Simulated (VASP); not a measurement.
Here is a VASP 6.6.1 calculation.

File POSCAR:

```
In
1.0
   -1.6445424074      1.6445424074      2.4261495241
    1.6445424074     -1.6445424074      2.4261495241
    1.6445424074      1.6445424074     -2.4261495241
In
1
Direct
    0.0000000000      0.0000000000      0.0000000000
```

The input INCAR.step1:

```
ALGO = Normal ; EDIFF = 1E-4
ENCUT = 520 ; GGA = PE
ISMEAR = -1 ; LASPH = True
LCHARG = False ; LREAL = False
LWAVE = True ; NBANDS = 12
NELM = 80 ; PREC = Accurate
SIGMA = 0.05
```

Contents of INCAR.step2:

```
ALGO = Normal ; EDIFF = 1E-6
ENCUT = 520 ; ISIF = 2
ISMEAR = -1 ; ISTART = 1
LASPH = True ; LCHARG = True
LELF = True ; LMIXTAU = True
LREAL = False ; LVHAR = True
LWAVE = False ; METAGGA = R2SCAN
NBANDS = 12 ; NELM = 80
PREC = Accurate ; SIGMA = 0.05
```

File KPOINTS:

```
k-points
0
Gamma
  11 11 11
```

Potentials or basis: VASP PAW PBE potentials, release 64 (In_d).

Command:

```sh
$ cat potpaw_PBE.64/In_d/POTCAR > POTCAR
$ cp INCAR.step1 INCAR
$ mpirun -np 1 vasp_std > vasp.out
$ cp INCAR.step2 INCAR
$ mpirun -np 1 vasp_std > vasp.out
```

Task: Estimate the pressure.

Result: 0.0 GPa.

Task: What does it give for the band gap on the k mesh?

Result: Zero (an odd number of electrons rules out a gap without spin polarisation).

Caveat: the PAW data sets were made with another functional, which shifts forces and pressure a little; spin-orbit coupling is left out, which moves the levels of the heavy elements.
